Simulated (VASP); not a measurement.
A run of VASP 6.6.1 is set up as follows.

File INCAR:

```
ALGO     = Normal         # electronic algorithm
EDIFF    = 1E-7           # SCF threshold, eV
EDIFFG   = -0.01          # ionic threshold
ENCUT    = 600            # plane-wave cutoff, eV
GGA      = PS             # functional
IBRION   = 2              # ionic algorithm
ISIF     = 3              # what is computed and relaxed
ISMEAR   = -1             # smearing method
LASPH    = T              # aspherical terms in the spheres
LCHARG   = F              # write CHGCAR
LREAL    = F              # projectors in reciprocal space
LWAVE    = F              # write WAVECAR
NELM     = 80             # most SCF steps
NSW      = 100            # ionic steps
PREC     = Accurate       # precision mode
SIGMA    = 0.03           # smearing width, eV
```

File KPOINTS:

```
k-points
0
Gamma
  6 6 4
```

Contents of POSCAR:

```
NaCl
1.0
    4.2904087210      0.0000000000      0.0000000000
   -2.1452043605      3.7156029450      0.0000000000
    0.0000000000      0.0000000000      5.3627259000
Na Cl
2 2
Direct
    0.3333333333      0.6666666667      0.2500000000
    0.6666666667      0.3333333333      0.7500000000
    0.6666666667      0.3333333333      0.2500000000
    0.3333333333      0.6666666667      0.7500000000
```

Potentials or basis: VASP PAW PBE potentials, release 64 (Na_pv, Cl).

The run is started by

```console
$ cat potpaw_PBE.64/Na_pv/POTCAR potpaw_PBE.64/Cl/POTCAR > POTCAR
$ mpirun -np 1 vasp_std > vasp.out
```

(1) Estimate the space group after relaxing (to 0.05 Å).

(2) Estimate the relaxed volume.

(3) What does it give for the relaxed cell?

(4) Estimate the band gap on the k mesh.

Results:

(1) P6_3/mmc (No. 194).

(2) 26.85 Å³/atom.

(3) a = 4.722 Å, b = 4.722 Å, c = 5.562 Å, α = 90.00°, β = 90.00°, γ = 120.00°.

(4) 4.73 eV, direct.

Caveat: the volume moved by over 15 % at a fixed basis, so the end points are rough; the PAW data sets were made with another functional, which shifts forces and pressure a little.
